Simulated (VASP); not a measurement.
# C in VASP: single point with PBE

Aim: the single point of C with PBE.

Program: VASP 6.6.1. These are calculated values, not measurements. Logs are shortened: lines on timing, memory, paths and dates and some standing lists are left out, and cuts for length are marked.

## (1) The cell of the first run

The cell holds a slab with vacuum, 8 atoms: a = 2.456 Å, b = 2.456 Å, c = 25.044 Å, α = 90.00°, β = 90.00°, γ = 120.00°.

## (2) Single point, PBE

Contents of INCAR:

```
SYSTEM = C
PREC = Accurate
ENCUT = 520
EDIFF = 1E-7
ISMEAR = -1
SIGMA = 0.05
LREAL = .False.
LASPH = .True.
NELM = 60
ALGO = Normal
ISIF = 2
LWAVE = .False.
LCHARG = .False.
LDIPOL = .True.
IDIPOL = 3
DIPOL = 0.5 0.5 0.500
GGA = PE
NBANDS = 26
```

Contents of KPOINTS:

```
regular mesh
0
Gamma
  12 12 1
  0 0 0
```

Contents of POSCAR:

```
C
1.0
    2.4560000000      0.0000000000      0.0000000000
   -1.2280000000      2.1270000000      0.0000000000
    0.0000000000      0.0000000000     25.0440000000
C
8
Direct
    0.6666700000      0.3333400000      0.2994729276
    0.3333300000      0.6666600000      0.2994729276
    0.1666700000      0.3333400000      0.4331576425
    0.8333300000      0.6666600000      0.4331576425
    0.6666700000      0.3333400000      0.5668423575
    0.3333300000      0.6666600000      0.5668423575
    0.1666700000      0.3333400000      0.7005270724
    0.8333300000      0.6666600000      0.7005270724
```

Potentials or basis: VASP PAW PBE potentials, release 64 (C).

Command:

```bash
$ cat potpaw_PBE.64/C/POTCAR > POTCAR
$ mpirun -np 1 vasp_std > vasp.out
```

OUTCAR:

```text
SYSTEM = C
   PREC = Accurate
   ENCUT = 520
   EDIFF = 1E-7
   ISMEAR = -1
   LREAL = .False.
   LASPH = .True.
   NELM = 60
   ISIF = 2
   GGA = PE

 ion  position               nearest neighbor table
   1  0.667  0.333  0.299-   2 1.42   2 1.42   2 1.42
   2  0.333  0.667  0.299-   1 1.42   1 1.42   1 1.42
   3  0.167  0.333  0.433-   4 1.42   4 1.42   4 1.42
   4  0.833  0.667  0.433-   3 1.42   3 1.42   3 1.42
   5  0.667  0.333  0.567-   6 1.42   6 1.42   6 1.42
   6  0.333  0.667  0.567-   5 1.42   5 1.42   5 1.42
   7  0.167  0.333  0.701-   8 1.42   8 1.42   8 1.42
   8  0.833  0.667  0.701-   7 1.42   7 1.42   7 1.42

  LATTYP: Found a hexagonal cell.
 ALAT       =     2.4560000000
 C/A-ratio  =    10.1970684039

  Lattice vectors:

 A1 = (   2.4560000000,   0.0000000000,   0.0000000000)
 A2 = (  -1.2280000000,   2.1270000000,   0.0000000000)
 A3 = (   0.0000000000,   0.0000000000,  25.0440000000)

Analysis of symmetry for initial positions (statically):
=====================================================================
 Subroutine PRICEL returns:
 Original cell was already a primitive cell.

 Routine SETGRP: Setting up the symmetry group for a
 hexagonal supercell.

 Subroutine GETGRP returns: Found  8 space group operations
 (whereof  4 operations were pure point group operations)
 out of a pool of 24 trial point group operations.

The static configuration has the point symmetry C_2v.
 The point group associated with its full space group is D_2h.

Analysis of symmetry for dynamics (positions and initial velocities):
=====================================================================
 Subroutine PRICEL returns:
 Original cell was already a primitive cell.

 Routine SETGRP: Setting up the symmetry group for a
 hexagonal supercell.

 Subroutine GETGRP returns: Found  8 space group operations
 (whereof  4 operations were pure point group operations)
 out of a pool of 24 trial point group operations.

The dynamic configuration has the point symmetry C_2v.
 The point group associated with its full space group is D_2h.

 Subroutine INISYM returns: Found  8 space group operations
 (whereof  4 operations are pure point group operations),
 and found     1 'primitive' translations

----------------------------------------------------------------------------------------

                                     Primitive cell

  volume of cell :     130.8277

  direct lattice vectors                    reciprocal lattice vectors
     2.456000000  0.000000000  0.000000000     0.407166124  0.235072873  0.000000000
    -1.228000000  2.127000000  0.000000000     0.000000000  0.470145745  0.000000000
     0.000000000  0.000000000 25.044000000     0.000000000  0.000000000  0.039929724

  length of vectors
     2.456000000  2.456036034 25.044000000     0.470152643  0.470145745  0.039929724

  position of ions in fractional coordinates (direct lattice)
     0.666670000  0.333340000  0.299472928
     0.333330000  0.666660000  0.299472928
     0.166670000  0.333340000  0.433157642
     0.833330000  0.666660000  0.433157642
     0.666670000  0.333340000  0.566842358
     0.333330000  0.666660000  0.566842358
     0.166670000  0.333340000  0.700527072
     0.833330000  0.666660000  0.700527072

  ion indices of the primitive-cell ions
   primitive index   ion index
                 1           1
                 2           2
                 3           3
                 4           4
                 5           5
                 6           6
                 7           7
                 8           8

----------------------------------------------------------------------------------------

 KPOINTS: regular mesh

Automatic generation of k-mesh.
 Grid dimensions read from file:
 generate k-points for:   12   12    1

 Generating k-lattice:

  Cartesian coordinates                     Fractional coordinates (reciprocal lattice)
     0.033930510  0.019589406  0.000000000     0.083333333  0.000000000  0.000000000
     0.000000000  0.039178812  0.000000000     0.000000000  0.083333333  0.000000000
     0.000000000  0.000000000  0.039929724     0.000000000  0.000000000  1.000000000

  Length of vectors
     0.039179387  0.039178812  0.039929724

  Shift w.r.t. Gamma in fractional coordinates (k-lattice)
     0.000000000  0.000000000  0.000000000

 Subroutine IBZKPT returns following result:
 ===========================================

 Found     43 irreducible k-points:

 Following reciprocal coordinates:
            Coordinates               Weight
  0.000000  0.000000  0.000000      1.000000
  0.083333  0.000000  0.000000      4.000000
  0.166667 -0.000000  0.000000      4.000000
  0.250000  0.000000  0.000000      4.000000
  0.333333 -0.000000  0.000000      4.000000
  0.416667  0.000000  0.000000      4.000000
[... 16 lines left out ...]
  0.333333  0.166667  0.000000      4.000000
  0.416667  0.166667  0.000000      4.000000
 [... further k-points ...]
   k-points           NKPTS =     43   k-points in BZ     NKDIM =     43   number of bands    NBANDS=     26
   number of dos      NEDOS =    301   number of ions     NIONS =      8
   total plane-waves  NPLWV =  62208
   dimension x,y,z NGX =    18 NGY =   18 NGZ =  192
   dimension x,y,z NGXF=    36 NGYF=   36 NGZF=  384
   ions per type =               8
   NGX,Y,Z   is equivalent  to a cutoff of  12.18, 12.18, 12.75 a.u.
   NGXF,Y,Z  is equivalent  to a cutoff of  24.37, 24.37, 25.49 a.u.
 SYSTEM =  C
   PREC   = accura    normal or accurate (medium, high low for compatibility)
   ISTART =      0    job   : 0-new  1-cont  2-samecut
   ICHARG =      2    charge: 1-file 2-atom 10-const
   ISPIN  =      1    spin polarized calculation?
   LNONCOLLINEAR =      F non collinear calculations
   LSORBIT =      F    spin-orbit coupling
   LASPH  =      T    aspherical Exc in radial PAW
   ENCUT  =  520.0 eV  38.22 Ry    6.18 a.u.   4.57  4.57 46.57*2*pi/ulx,y,z
   NELM   =     60;   NELMIN=  2; NELMDL= -5     # of ELM steps
   EDIFF  = 0.1E-06   stopping-criterion for ELM
   LREAL  =      F    real-space projection
   EDIFFG = 0.1E-05   stopping-criterion for IOM
   NSW    =      0    number of steps for IOM
   IBRION =     -1    ionic relax: 0-MD 1-quasi-New 2-CG
   NFREE  =      0    steps in history (QN), initial steepest desc. (CG)
   ISIF   =      2    stress and relaxation
   ISYM   =      2    0-nonsym 1-usesym 2-fastsym
   POTIM  = 0.5000    time-step for ionic-motion
   TEBEG  =    0.0;   TEEND  =   0.0 temperature during run
   PSTRESS=    0.0 pullay stress
   NELECT =      32.0000    total number of electrons
   NUPDOWN=      -1.0000    fix difference up-down
   EMIN   =  10.00;   EMAX   =-10.00  energy-range for DOS
   EFERMI =   0.00;   METHOD = LEGACY
   ISMEAR =    -1;   SIGMA  =   0.05  broadening in eV -4-tet -1-fermi 0-gaus
   EFERMI_NEDOS =   21; number of points for ismear=-14 and -15
   IALGO  =     38    algorithm
   IMIX   =      4    mixing-type and parameters
     AMIX     =   0.40;   BMIX     =  1.00
     AMIX_MAG =   1.60;   BMIX_MAG =  1.00
  volume/ion in A,a.u.               =      16.35       110.36
  Fermi-wavevector in a.u.,A,eV,Ry     =   1.023823  1.934745 14.261817  1.048214
  Thomas-Fermi vector in A             =   2.157577
   LORBIT       =      0    0 simple, 1 ext, 2 COOP (PROOUT), +10 PAW based schemes
   GGA     = PE    functional components
   LHFCALC =     F    Hartree Fock is set to
   AEXX    =    0.0000 exact exchange contribution
   IVDW    =     0    specifies the selected vdW correction
   LEPSILON=     F    determine dielectric tensor
   LRPA    =     F    only Hartree local field effects (RPA)
 non-spin polarized calculation
  energy-cutoff  :      520.00
  volume of cell :      130.83
 maximum number of plane-waves:      3573
   NGX =  9   NGY =  9   NGZ = 93

 dipolmoment           0.000000      0.000000      0.000000 electrons x Angstroem

 number of electron      31.9999990 magnetization

 dipolmoment           0.000000      0.000000     -0.000000 electrons x Angstroem

 Free energy of the ion-electron system (eV)
  ---------------------------------------------------
  ext. energy  EPLUGINS =         0.00000000
  ---------------------------------------------------
  free energy    TOTEN  =       -73.68895666 eV

  energy without entropy =      -73.68701720  energy(sigma->0) =      -73.68798693

 E-fermi :   0.5756     XC(G=0):  -5.8730

 val. band max:        0.5074795746   @ k =   0.3333   0.3333   0.0000
 cond. band min:       0.6478638175   @ k =   0.3333   0.3333   0.0000
 fundamental gap:      0.1403842429
 Fermi energy:         0.5756111297

 k-point     1 :       0.0000    0.0000    0.0000
  band No.  band energies     occupation
      1     -19.1453      2.00000
      2     -19.0736      2.00000
      3     -18.9796      2.00000
      4     -18.8995      2.00000
      5      -7.8622      2.00000
      6      -7.4153      2.00000
[... 18 lines left out ...]
     25       8.9814      0.00000
     26       9.0187      0.00000

 k-point     2 :       0.0833    0.0000    0.0000
  band No.  band energies     occupation
      1     -18.9788      2.00000
      2     -18.9078      2.00000
      3     -18.8148      2.00000
      4     -18.7354      2.00000
      5      -7.6601      2.00000
      6      -7.2159      2.00000
[... 18 lines left out ...]
     25       9.0532      0.00000
[... 608 lines left out ...]
     25      10.7670      0.00000
     26      10.8433      0.00000

 k-point    24 :       0.4167    0.1667    0.0000
  band No.  band energies     occupation
      1     -13.3081      2.00000
      2     -13.3081      2.00000
      3     -13.3024      2.00000
      4     -13.3024      2.00000
      5     -12.3151      2.00000
      6     -12.3133      2.00000
[... 18 lines left out ...]
     25      12.0312      0.00000
     26      12.0358      0.00000

 [... further k-points ...]

------------------------ aborting loop because EDIFF is reached ----------------------------------------

 vacuum level on the upper side and lower side of the slab       (xc-potential included)        -0.074        -0.074

  FORCE on cell =-STRESS in cart. coord.  units (eV):
  Direction    XX          YY          ZZ          XY          YZ          ZX
  --------------------------------------------------------------------------------------
  -------------------------------------------------------------------------------------
  Total        2.6459252      2.4380946      1.1880950      0.0000000      0.0000000      0.0000000
  in kB       32.4032519     29.8580605     14.5499731      0.0000000      0.0000000      0.0000000
  external PRESSURE =      25.6037618 kB  Pullay stress =       0.0000000 kB

 VOLUME and BASIS-vectors are now :
 -----------------------------------------------------------------------------
  energy-cutoff  :      520.00
  volume of cell :      130.83
      direct lattice vectors                 reciprocal lattice vectors
     2.456000000  0.000000000  0.000000000     0.407166124  0.235072873  0.000000000
    -1.228000000  2.127000000  0.000000000     0.000000000  0.470145745  0.000000000
     0.000000000  0.000000000 25.044000000     0.000000000  0.000000000  0.039929724

 POSITION                                       TOTAL-FORCE (eV/Angst)
 -----------------------------------------------------------------------------------
      1.22800      0.70901      7.50000         0.000000      0.001749     -0.059710
     -0.00000      1.41799      7.50000        -0.000000     -0.001749     -0.059710
      0.00000      0.70901     10.84800        -0.000000      0.001201     -0.004241
      1.22800      1.41799     10.84800         0.000000     -0.001201     -0.004241
      1.22800      0.70901     14.19600        -0.000000      0.001201      0.004241
     -0.00000      1.41799     14.19600         0.000000     -0.001201      0.004241
      0.00000      0.70901     17.54400         0.000000      0.001749      0.059710
      1.22800      1.41799     17.54400        -0.000000     -0.001749      0.059710
 -----------------------------------------------------------------------------------
    total drift:                                0.000000      0.000000     -0.000000

  FREE ENERGIE OF THE ION-ELECTRON SYSTEM (eV)
  ---------------------------------------------------
  free  energy   TOTEN  =       -73.6889566554 eV

  energy  without entropy=      -73.6870171954  energy(sigma->0) =      -73.68798693

 vacuum level on the upper side and lower side of the slab         4.779         4.779
```

Wall time 2.7 min (1 thread of Intel Xeon 6975P-C (Granite Rapids), shared host); peak memory 0.27 GiB.

What came out:

| Property | Result |
| --- | --- |
| Free energy | -73.6890 eV |
| Largest force | 0.060 eV/Å |
| Band gap on the k mesh | 0.14 eV, direct |

Forces in eV/Å, atoms in the order of the input:
```
C    0.000  0.002 -0.060
C    0.000 -0.002 -0.060
C    0.000  0.001 -0.004
C    0.000 -0.001 -0.004
C    0.000  0.001  0.004
C    0.000 -0.001  0.004
C    0.000  0.002  0.060
C    0.000 -0.002  0.060
```
